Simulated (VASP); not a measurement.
# NaF (Fm-3m) in VASP: notebook, part 2 of 2

VASP 6.6.1.

## (4) Relaxation of cell and atoms, PBE, target pressure 50 GPa, at which the enthalpy is minimised

This run uses another cell than the first one, of 8.98 Å³/atom, 0.692 times its volume.

Contents of INCAR:

```
SYSTEM = NaF
PREC = Accurate ; ENCUT = 600
EDIFF = 1E-6 ; ISMEAR = 0
SIGMA = 0.02 ; LREAL = .FALSE.
LASPH = .TRUE. ; NELM = 100
ALGO = Normal ; ISIF = 3
LWAVE = .FALSE. ; LCHARG = .FALSE.
GGA = PE ; IBRION = 2
NSW = 70 ; EDIFFG = -0.008
PSTRESS = 500.0
```

Contents of KPOINTS:

```
regular mesh
0
G
  10 10 10
  0 0 0
```

Contents of POSCAR:

```
NaF
1.0
    0.0000000000      2.0788851529      2.0788851529
    2.0788851529      0.0000000000      2.0788851529
    2.0788851529      2.0788851529      0.0000000000
Na F
1 1
Direct
    0.0000000000      0.0000000000      0.0000000000
    0.5000000000      0.5000000000      0.5000000000
```

Potentials or basis: VASP PAW PBE potentials, release 64 (Na_pv, F).

Run with:

```
> cat potpaw_PBE.64/Na_pv/POTCAR potpaw_PBE.64/F/POTCAR > POTCAR
> mpirun -np 1 vasp_std > vasp.out
```

OUTCAR:

```text
SYSTEM = NaF
   PREC = Accurate
   ENCUT = 600
   EDIFF = 1E-6
   ISMEAR = 0
   LREAL = .FALSE.
   LASPH = .TRUE.
   NELM = 100
   ISIF = 3
   GGA = PE
   IBRION = 2
   NSW = 70
   EDIFFG = -0.008
   PSTRESS = 500.0

 ion  position               nearest neighbor table
   1  0.000  0.000  0.000-   2 2.08   2 2.08   2 2.08   2 2.08   2 2.08   2 2.08
   2  0.500  0.500  0.500-   1 2.08   1 2.08   1 2.08   1 2.08   1 2.08   1 2.08

  LATTYP: Found a face centered cubic cell.
 ALAT       =     4.1577703058

  Lattice vectors:

 A1 = (   0.0000000000,   2.0788851529,   2.0788851529)
 A2 = (   2.0788851529,   0.0000000000,   2.0788851529)
 A3 = (   2.0788851529,   2.0788851529,   0.0000000000)

Analysis of symmetry for initial positions (statically):
=====================================================================
 Subroutine PRICEL returns:
 Original cell was already a primitive cell.

 Routine SETGRP: Setting up the symmetry group for a
 face centered cubic supercell.

 Subroutine GETGRP returns: Found 48 space group operations
 (whereof 48 operations were pure point group operations)
 out of a pool of 48 trial point group operations.

The static configuration has the point symmetry O_h .

Analysis of symmetry for dynamics (positions and initial velocities):
=====================================================================
 Subroutine PRICEL returns:
 Original cell was already a primitive cell.

 Routine SETGRP: Setting up the symmetry group for a
 face centered cubic supercell.

 Subroutine GETGRP returns: Found 48 space group operations
 (whereof 48 operations were pure point group operations)
 out of a pool of 48 trial point group operations.

The dynamic configuration has the point symmetry O_h .

 Subroutine INISYM returns: Found 48 space group operations
 (whereof 48 operations are pure point group operations),
 and found     1 'primitive' translations

----------------------------------------------------------------------------------------

                                     Primitive cell

  volume of cell :      17.9689

  direct lattice vectors                    reciprocal lattice vectors
[... 96 lines left out ...]
   TEBEG  =    0.0;   TEEND  =   0.0 temperature during run
   PSTRESS=  500.0 pullay stress
   NELECT =      14.0000    total number of electrons
   NUPDOWN=      -1.0000    fix difference up-down
   EMIN   =  10.00;   EMAX   =-10.00  energy-range for DOS
   EFERMI =   0.00;   METHOD = LEGACY
   ISMEAR =     0;   SIGMA  =   0.02  broadening in eV -4-tet -1-fermi 0-gaus
   EFERMI_NEDOS =   21; number of points for ismear=-14 and -15
   IALGO  =     38    algorithm
   IMIX   =      4    mixing-type and parameters
     AMIX     =   0.40;   BMIX     =  1.00
     AMIX_MAG =   1.60;   BMIX_MAG =  1.00
  volume/ion in A,a.u.               =       8.98        60.63
  Fermi-wavevector in a.u.,A,eV,Ry     =   1.506412  2.846705 30.875377  2.269276
  Thomas-Fermi vector in A             =   2.617133
   LORBIT       =      0    0 simple, 1 ext, 2 COOP (PROOUT), +10 PAW based schemes
   GGA     = PE    functional components
   LHFCALC =     F    Hartree Fock is set to
   AEXX    =    0.0000 exact exchange contribution
   IVDW    =     0    specifies the selected vdW correction
   LEPSILON=     F    determine dielectric tensor
   LRPA    =     F    only Hartree local field effects (RPA)
 conjugate gradient relaxation of ions
 non-spin polarized calculation
 Gauss-broadening in eV      SIGMA  =   0.02
  energy-cutoff  :      600.00
  volume of cell :       17.97
 maximum number of plane-waves:       612
   NGX = 11   NGY = 11   NGZ = 11

--------------------------------------- Ionic step        1  -------------------------------------------

 number of electron      14.0000009 magnetization

 Free energy of the ion-electron system (eV)
  ---------------------------------------------------
  ext. energy  EPLUGINS =         0.00000000
  ---------------------------------------------------
  free energy    TOTEN  =        -7.87063874 eV

  energy without entropy =       -7.87063874  energy(sigma->0) =       -7.87063874

 E-fermi :  -0.1494     XC(G=0): -10.8242

 val. band max:       -0.2487113228   @ k =   0.0000   0.0000   0.0000
 cond. band min:       8.2292465621   @ k =   0.0000   0.0000   0.0000
 fundamental gap:      8.4779578849
 Fermi energy:        -0.1493837809

 k-point     1 :       0.0000    0.0000    0.0000
  band No.  band energies     occupation
      1     -20.1557      2.00000
      2     -18.3783      2.00000
      3     -18.3783      2.00000
      4     -18.3783      2.00000
      5      -0.2487      2.00000
      6      -0.2487      2.00000
      7      -0.2487      2.00000
      8       8.2292      0.00000
      9      21.0456      0.00000
     10      21.0456      0.00000
     11      21.0456      0.00000
[... 397 lines left out ...]
--------------------------------------- Ionic step        3  -------------------------------------------

 number of electron      13.9999986 magnetization

 Free energy of the ion-electron system (eV)
  ---------------------------------------------------
  ext. energy  EPLUGINS =         0.00000000
  ---------------------------------------------------
  free energy    TOTEN  =        -7.62679813 eV

  energy without entropy =       -7.62679813  energy(sigma->0) =       -7.62679813

 E-fermi :   0.2549     XC(G=0): -11.1037

 val. band max:        0.1207278866   @ k =   0.0000   0.0000   0.0000
 cond. band min:       9.0247470997   @ k =   0.0000   0.0000   0.0000
 fundamental gap:      8.9040192130
 Fermi energy:         0.2549483966

 k-point     1 :       0.0000    0.0000    0.0000
  band No.  band energies     occupation
      1     -19.9367      2.00000
      2     -17.9147      2.00000
      3     -17.9147      2.00000
      4     -17.9147      2.00000
      5       0.1207      2.00000
      6       0.1207      2.00000
      7       0.1207      2.00000
      8       9.0247      0.00000
      9      21.7669      0.00000
     10      21.7669      0.00000
     11      21.7669      0.00000
[... 355 lines left out ...]
  energy  without entropy=       -7.6267981266  energy(sigma->0) =       -7.62679813

  enthalpy is  TOTEN    =        -2.2947608951 eV   P V=        5.3320372315

 reached required accuracy - stopping structural energy minimisation
```

OSZICAR:

```text
N       E                     dE             d eps       ncg     rms          rms(c)
DAV:   1     0.119060147118E+03    0.11906E+03   -0.90671E+03  1040   0.190E+03
DAV:   2    -0.356159574155E+01   -0.12262E+03   -0.11524E+03  1096   0.421E+02
DAV:   3    -0.877932197547E+01   -0.52177E+01   -0.52058E+01  1205   0.877E+01
[... 24 lines left out ...]
DAV:   4    -0.762700488758E+01    0.47928E-02   -0.29980E-03  1196   0.226E+00    0.483E-02
DAV:   5    -0.762682717994E+01    0.17771E-03   -0.38764E-04  1177   0.416E-01    0.130E-02
DAV:   6    -0.762680093016E+01    0.26250E-04   -0.39642E-05  1220   0.138E-01    0.723E-03
DAV:   7    -0.762679906353E+01    0.18666E-05   -0.28145E-06  1035   0.243E-02    0.244E-03
DAV:   8    -0.762679812660E+01    0.93693E-06   -0.28096E-07   535   0.141E-02
   3 F= -.22947609E+01 E0= -.22947609E+01  d E =-.317723E-01
```

CONTCAR:

```text
NaF
   1.00000000000000
    -0.0000000000000000    2.0442527244181199    2.0442527244181199
     2.0442527244181199   -0.0000000000000000    2.0442527244181199
     2.0442527244181199    2.0442527244181199   -0.0000000000000000
  Na              F
     1     1
Direct
     0.0000000000000000    0.0000000000000000    0.0000000000000000
     0.5000000000000000    0.5000000000000000    0.5000000000000000

  0.00000000E+00  0.00000000E+00  0.00000000E+00
  0.00000000E+00  0.00000000E+00  0.00000000E+00
```

It used 13 s of CPU time on 1 thread of Intel Xeon 6975P-C, with other jobs on the host.

What came out:

* Free energy: -7.6268 eV
* Relaxed volume: 8.54 Å³/atom
* Relaxed cell: a = 2.891 Å, b = 2.891 Å, c = 2.891 Å, α = 60.00°, β = 60.00°, γ = 60.00°
* Space group after relaxing (to 0.05 Å): Fm-3m (No. 225)
* Energy change on relaxing (the enthalpy is what falls): +121.9 meV/atom
* Ionic steps: 3
* Pressure after relaxing: 49.9 GPa
* Band gap on the k mesh: 8.90 eV, direct

Step by step:
| step | energy change (eV) | largest force (eV/Å) | pressure (GPa) | volume (Å³) |
| --- | --- | --- | --- | --- |
| 1 | 0.0000 | 0.0000 | 38.92 | 17.97 |
| 2 | 0.4790 | 0.0000 | 60.37 | 16.40 |
| 3 | 0.2438 | 0.0000 | 49.92 | 17.09 |

Final structure:
```
Na F
1.0
     0.00000    2.04425    2.04425
     2.04425    0.00000    2.04425
     2.04425    2.04425    0.00000
Na F
1 1
Direct
  0.00000 0.00000 0.00000
  0.50000 0.50000 0.50000
```

Caveat: the cell is relaxed towards a set pressure, so the enthalpy falls and the energy may rise. A k mesh can miss the band edges.

## (5) Relaxation of cell and atoms, PBE, target pressure 25 GPa, at which the enthalpy is minimised

This run uses another cell than the first one, of 10.03 Å³/atom, 0.773 times its volume.

Contents of INCAR:

```
SYSTEM = NaF
  PREC = Accurate
  ENCUT = 600
  EDIFF = 1E-6
  ISMEAR = 0
  SIGMA = 0.02
  LREAL = .FALSE.
  LASPH = .TRUE.
  NELM = 100
  ALGO = Normal
  ISIF = 3
  LWAVE = .FALSE.
  LCHARG = .FALSE.
  GGA = PE
  IBRION = 2
  NSW = 70
  EDIFFG = -0.008
  PSTRESS = 250.0
```

KPOINTS is that of step 4.

Contents of POSCAR:

```
NaF
1.0
    0.0000000000      2.1566276736      2.1566276736
    2.1566276736      0.0000000000      2.1566276736
    2.1566276736      2.1566276736      0.0000000000
Na F
1 1
Direct
    0.0000000000      0.0000000000      0.0000000000
    0.5000000000      0.5000000000      0.5000000000
```

Run with:

```
> cat potpaw_PBE.64/Na_pv/POTCAR potpaw_PBE.64/F/POTCAR > POTCAR
> mpirun -np 1 vasp_std > vasp.out
```

Wall time 17 s (1 thread of Intel Xeon 6975P-C, shared host); peak memory 0.14 GiB.

The run converged. Its results:

| Item | Value |
| --- | --- |
| Free energy | -8.1765 eV |
| Relaxed volume | 9.74 Å³/atom |
| Relaxed cell | a = 3.021 Å, b = 3.021 Å, c = 3.021 Å, α = 60.00°, β = 60.00°, γ = 60.00° |
| Space group after relaxing (to 0.05 Å) | Fm-3m (No. 225) |
| Energy change on relaxing (the enthalpy is what falls) | +41.0 meV/atom |
| Ionic steps | 3 |
| Pressure after relaxing | 24.9 GPa |
| Band gap on the k mesh | 7.85 eV, direct |

The path:
```
step  energy change (eV)  largest force (eV/Å)  pressure (GPa)  volume (Å³)
   1              0.0000                0.0000           20.90        20.06
   2              0.1079                0.0000           26.30        19.33
   3              0.0821                0.0000           24.94        19.49
```

Final structure:
```
Na F
1.0
     0.00000    2.13587    2.13587
     2.13587    0.00000    2.13587
     2.13587    2.13587    0.00000
Na F
1 1
Direct
  0.00000 0.00000 0.00000
  0.50000 0.50000 0.50000
```

Levels at points of the mesh, in eV from the valence-band top:
| k point | band 3 | band 4 | band 5 | band 6 | band 7 | band 8 | band 9 | band 10 | band 11 |
| --- | --- | --- | --- | --- | --- | --- | --- | --- | --- |
| (0.00, 0.00, 0.00) | -18.30 | -18.30 | 0.00 | 0.00 | 0.00 | 7.85 | 20.72 | 20.72 | 20.72 |
| (0.50, 0.00, 0.00) | -18.32 | -17.43 | -2.20 | -0.41 | -0.41 | 12.41 | 14.71 | 22.91 | 22.91 |
| (0.50, 0.50, 0.00) | -18.42 | -18.42 | -1.67 | -0.53 | -0.53 | 14.07 | 15.36 | 16.27 | 23.23 |

Caveat: the cell is relaxed towards a set pressure, so the enthalpy falls and the energy may rise. A k mesh can miss the band edges.

## (6) Relaxation of cell and atoms, PBE, target pressure 12 GPa, at which the enthalpy is minimised

This run uses another cell than the first one, of 11.12 Å³/atom, 0.857 times its volume.

Contents of INCAR:

```
ALGO = Normal ; EDIFF = 1E-6
EDIFFG = -0.008 ; ENCUT = 600
GGA = PE ; IBRION = 2
ISIF = 3 ; ISMEAR = 0
LASPH = T ; LCHARG = F
LREAL = F ; LWAVE = F
NELM = 60 ; NSW = 70
PREC = Accurate ; PSTRESS = 120.0
SIGMA = 0.02
```

Contents of KPOINTS:

```
k-points
0
Gamma
  10 10 10
```

Contents of POSCAR:

```
NaF
1.0
    0.0000000000      2.2318435257      2.2318435257
    2.2318435257      0.0000000000      2.2318435257
    2.2318435257      2.2318435257      0.0000000000
Na F
1 1
Direct
    0.0000000000      0.0000000000      0.0000000000
    0.5000000000      0.5000000000      0.5000000000
```

Potentials or basis: VASP PAW PBE potentials, release 64 (Na_pv, F).

Run with:

```
> cat potpaw_PBE.64/Na_pv/POTCAR potpaw_PBE.64/F/POTCAR > POTCAR
> mpirun -np 1 vasp_std > vasp.out
```

OUTCAR:

```text
EDIFF = 1E-6
   EDIFFG = -0.008
   ENCUT = 600
   GGA = PE
   IBRION = 2
   ISIF = 3
   ISMEAR = 0
   LASPH = T
   LREAL = F
   NELM = 60
   NSW = 70
   PREC = Accurate
   PSTRESS = 120.0

 ion  position               nearest neighbor table
   1  0.000  0.000  0.000-   2 2.23   2 2.23   2 2.23   2 2.23   2 2.23   2 2.23
   2  0.500  0.500  0.500-   1 2.23   1 2.23   1 2.23   1 2.23   1 2.23   1 2.23

  LATTYP: Found a face centered cubic cell.
 ALAT       =     4.4636870514

  Lattice vectors:

 A1 = (   0.0000000000,   2.2318435257,   2.2318435257)
 A2 = (   2.2318435257,   0.0000000000,   2.2318435257)
 A3 = (   2.2318435257,   2.2318435257,   0.0000000000)

Analysis of symmetry for initial positions (statically):
=====================================================================
 Subroutine PRICEL returns:
 Original cell was already a primitive cell.

 Routine SETGRP: Setting up the symmetry group for a
 face centered cubic supercell.

 Subroutine GETGRP returns: Found 48 space group operations
 (whereof 48 operations were pure point group operations)
 out of a pool of 48 trial point group operations.

The static configuration has the point symmetry O_h .

Analysis of symmetry for dynamics (positions and initial velocities):
=====================================================================
 Subroutine PRICEL returns:
 Original cell was already a primitive cell.

 Routine SETGRP: Setting up the symmetry group for a
 face centered cubic supercell.

 Subroutine GETGRP returns: Found 48 space group operations
 (whereof 48 operations were pure point group operations)
 out of a pool of 48 trial point group operations.

The dynamic configuration has the point symmetry O_h .

 Subroutine INISYM returns: Found 48 space group operations
 (whereof 48 operations are pure point group operations),
 and found     1 'primitive' translations

----------------------------------------------------------------------------------------

[... 125 lines left out ...]
 Gauss-broadening in eV      SIGMA  =   0.02
  energy-cutoff  :      600.00
  volume of cell :       22.23
 maximum number of plane-waves:       757
 NGX is ok and might be reduce to    28
   NGX = 13   NGY = 13   NGZ = 13

--------------------------------------- Ionic step        1  -------------------------------------------

 number of electron      14.0000002 magnetization

 Free energy of the ion-electron system (eV)
  ---------------------------------------------------
  ext. energy  EPLUGINS =         0.00000000
  ---------------------------------------------------
  free energy    TOTEN  =        -8.46669662 eV

  energy without entropy =       -8.46669662  energy(sigma->0) =       -8.46669662

------------------------ aborting loop because EDIFF is reached ----------------------------------------

  FORCE on cell =-STRESS in cart. coord.  units (eV):
  Direction    XX          YY          ZZ          XY          YZ          ZX
  --------------------------------------------------------------------------------------
  -------------------------------------------------------------------------------------
  Total        1.3605420      1.3605420      1.3605420      0.0000000      0.0000000     -0.0000000
  in kB       98.0395526     98.0395526     98.0395526      0.0000000      0.0000000     -0.0000000
  external PRESSURE =     -21.9604474 kB  Pullay stress =     120.0000000 kB
[... 63 lines left out ...]
--------------------------------------- Ionic step        3  -------------------------------------------

 number of electron      14.0000002 magnetization

 Free energy of the ion-electron system (eV)
  ---------------------------------------------------
  ext. energy  EPLUGINS =         0.00000000
  ---------------------------------------------------
  free energy    TOTEN  =        -8.43203693 eV

  energy without entropy =       -8.43203693  energy(sigma->0) =       -8.43203693

 E-fermi :  -1.2930     XC(G=0):  -9.8221

 val. band max:       -1.4282959228   @ k =   0.0000   0.0000   0.0000
 cond. band min:       5.6731945811   @ k =   0.0000   0.0000   0.0000
 fundamental gap:      7.1014905039
 Fermi energy:        -1.2930014757

 k-point     1 :       0.0000    0.0000    0.0000
  band No.  band energies     occupation
      1     -20.8600      2.00000
      2     -19.9925      2.00000
      3     -19.9925      2.00000
      4     -19.9925      2.00000
      5      -1.4283      2.00000
      6      -1.4283      2.00000
      7      -1.4283      2.00000
      8       5.6732      0.00000
      9      18.5230      0.00000
     10      18.5230      0.00000
     11      18.5230      0.00000
[... 309 lines left out ...]
 k-point    24 :       0.4000    0.3000    0.0000
  band No.  band energies     occupation
      1     -20.9750      2.00000
      2     -20.0686      2.00000
      3     -20.0551      2.00000
      4     -19.7142      2.00000
      5      -2.8196      2.00000
      6      -1.8819      2.00000
      7      -1.8144      2.00000
      8      10.2593      0.00000
      9      12.9940      0.00000
     10      16.7983      0.00000
     11      19.8475      0.00000

 [... further k-points ...]
[... 5 lines left out ...]
  --------------------------------------------------------------------------------------
  -------------------------------------------------------------------------------------
  Total        1.6214158      1.6214158      1.6214158      0.0000000      0.0000000      0.0000000
  in kB      119.5951757    119.5951757    119.5951757      0.0000000      0.0000000      0.0000000
  external PRESSURE =      -0.4048243 kB  Pullay stress =     120.0000000 kB
[... 21 lines left out ...]
  energy  without entropy=       -8.4320369288  energy(sigma->0) =       -8.43203693

  enthalpy is  TOTEN    =        -6.8051326902 eV   P V=        1.6269042386

 reached required accuracy - stopping structural energy minimisation
```

It used 24 s of CPU time on 1 thread of Intel Xeon 6975P-C, with other jobs on the host.

What came out:

| Property | Result |
| --- | --- |
| Free energy | -8.4320 eV |
| Relaxed volume | 10.86 Å³/atom |
| Relaxed cell | a = 3.132 Å, b = 3.132 Å, c = 3.132 Å, α = 60.00°, β = 60.00°, γ = 60.00° |
| Space group after relaxing (to 0.05 Å) | Fm-3m (No. 225) |
| Energy change on relaxing (the enthalpy is what falls) | +17.3 meV/atom |
| Ionic steps | 3 |
| Pressure after relaxing | 12.0 GPa |
| Band gap on the k mesh | 7.10 eV, direct |

Step by step:
| step | energy change (eV) | largest force (eV/Å) | pressure (GPa) | volume (Å³) |
| --- | --- | --- | --- | --- |
| 1 | 0.0000 | 0.0000 | 9.80 | 22.23 |
| 2 | 0.0327 | 0.0000 | 11.87 | 21.75 |
| 3 | 0.0347 | 0.0000 | 11.96 | 21.72 |

Final structure:
```
Na F
1.0
     0.00000    2.21456    2.21456
     2.21456    0.00000    2.21456
     2.21456    2.21456    0.00000
Na F
1 1
Direct
  0.00000 0.00000 0.00000
  0.50000 0.50000 0.50000
```

Caveat: the cell is relaxed towards a set pressure, so the enthalpy falls and the energy may rise. A k mesh can miss the band edges.

## (7) The runs side by side

| cell | k mesh | gap on the mesh (eV) | pressure (GPa) |
| --- | --- | --- | --- |
| relaxed from a = 3.323 Å, angles 60.0°, 2 atoms | 8 × 8 × 8 | 6.09 | -0.1 |
| relaxed to -1 GPa from a = 3.335 Å, angles 60.0°, 2 atoms | 8 × 8 × 8 | 5.99 | -0.9 |
| relaxed to 50 GPa from a = 2.940 Å, angles 60.0°, 2 atoms | 10 × 10 × 10 | 8.90 | 49.9 |
| relaxed to 25 GPa from a = 3.050 Å, angles 60.0°, 2 atoms | 10 × 10 × 10 | 7.85 | 24.9 |
| relaxed to 12 GPa from a = 3.156 Å, angles 60.0°, 2 atoms | 10 × 10 × 10 | 7.10 | 12.0 |

Alike in all rows: task relaxation of cell and atoms; level PBE; potentials or basis VASP PAW PBE potentials, release 64 (Na_pv, F); no spin polarisation; cutoff (eV) 600; smearing gaussian 0.02 eV.

Caveats: the cell is relaxed towards a set pressure, so the enthalpy falls and the energy may rise (some runs).

Total energies depend on the potentials used, so only differences within one code and one set of settings carry meaning.
